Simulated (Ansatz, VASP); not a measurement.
## Two plane-wave programs on Al3Cu

```xyz
4
Lattice="3.7492 0.0000 0.0000 0.0000 3.7492 0.0000 0.0000 0.0000 3.7492" Properties=species:S:1:pos:R:3 pbc="T T T"
Al    0.0000    1.8746    1.8746
Al    1.8746    0.0000    1.8746
Al    1.8746    1.8746    0.0000
Cu    0.0000    0.0000    0.0000
```

Alike in both runs: task single point; functional LDA; k mesh 12 × 12 × 12; occupations gaussian, width 0.15 eV; no spin polarisation.

|  | VASP | Ansatz |
| --- | --- | --- |
| version | VASP 6.6.1 | Ansatz 0.2.0 |
| potentials or method | VASP PAW LDA potentials, release 64 (Al, Cu), cutoff 520 eV | scalar-relativistic, plane waves, PAW |
| valence electrons in the cell | 20 | 28 |

```tsv
	VASP	Ansatz	Ansatz less VASP
gap on the k mesh at the Fermi level (eV)	none	none	-
pressure (GPa)	10.9	10.6	-0.34
```

Ansatz warns that its potentials were made for another functional, while VASP's fit it. LDA's correlation is that of Perdew and Zunger in VASP and of Perdew and Wang (1992) in Ansatz. A gap of «none» marks a metal or a gap that the smearing closes. VASP's potentials hold 20 valence electrons a cell and Ansatz's 28, so a difference there can come from the potentials and not from the codes.
